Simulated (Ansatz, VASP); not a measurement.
## Be: VASP beside Ansatz

```
CELL_PARAMETERS angstrom
2.29950 0.00000 0.00000
-1.14975 1.99143 0.00000
0.00000 0.00000 3.60090
ATOMIC_POSITIONS crystal
Be 0.33333 0.66667 0.25000
Be 0.66667 0.33333 0.75000
```

Alike in both runs: task relaxation of cell and atoms; functional r2SCAN; k mesh 21 × 21 × 12; occupations gaussian, width 0.1 eV; no spin polarisation.

|  | VASP | Ansatz |
| --- | --- | --- |
| version | VASP 6.6.1 | Ansatz 0.2.0 |
| potentials or method | VASP PAW PBE potentials, release 64 (Be), cutoff 600 eV | scalar-relativistic, plane waves, PAW |
| valence electrons in the cell | 4 | 4 |

```csv
,VASP,Ansatz,Ansatz less VASP
"gap on the k mesh at the Fermi level, each at its own relaxed structure (eV)",none,none,-
relaxed volume (Å³/atom),7.92,7.91,-0.013
relaxed length of the cell vector where the two differ most in proportion (Å),3.571,3.569,-0.0023
```

VASP's potentials were made for PBE, not for r2SCAN. A gap of «none» marks a metal or a gap that the smearing closes.
